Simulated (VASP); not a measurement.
A run of VASP 6.6.1:

Contents of INCAR:

```
SYSTEM = ZrSe2
PREC = Accurate
ENCUT = 500
EDIFF = 1E-8
ISMEAR = 0
SIGMA = 0.01
LREAL = .False.
LASPH = .True.
NELM = 120
ALGO = Normal
ISIF = 2
LWAVE = .False.
LCHARG = .True.
GGA = PE
IBRION = 8
NSW = 1
LEPSILON = .True.
GGA_COMPAT = .False.
```

File KPOINTS:

```
regular mesh
0
Gamma
  12 12 6
  0 0 0
```

The input POSCAR:

```
ZrSe2
1.0
    3.7983959482      0.0000000000      0.0000000000
   -1.8991979741      3.2895073847      0.0000000000
    0.0000000000      0.0000000000      6.8928488893
Zr Se
1 2
Direct
    0.0000000000      0.0000000000      0.0000000000
    0.3333333333      0.6666666667      0.2296904276
    0.6666666667      0.3333333333      0.7703095724
```

Potentials or basis: VASP PAW PBE potentials, release 64 (Zr_sv, Se).

Run with:

```console
$ cat potpaw_PBE.64/Zr_sv/POTCAR potpaw_PBE.64/Se/POTCAR > POTCAR
$ mpirun -np 1 vasp_std > vasp.out
```

Hardware: 1 thread of AMD EPYC 9R45 96-Core Processor (Zen 5) (shared host).

Estimate the wall time of this run.

Run time: 54 min on 1 thread of AMD EPYC 9R45 96-Core Processor (Zen 5), on a shared host, peak memory 1.2 GiB. Counts: scf iterations 304, k points 100.
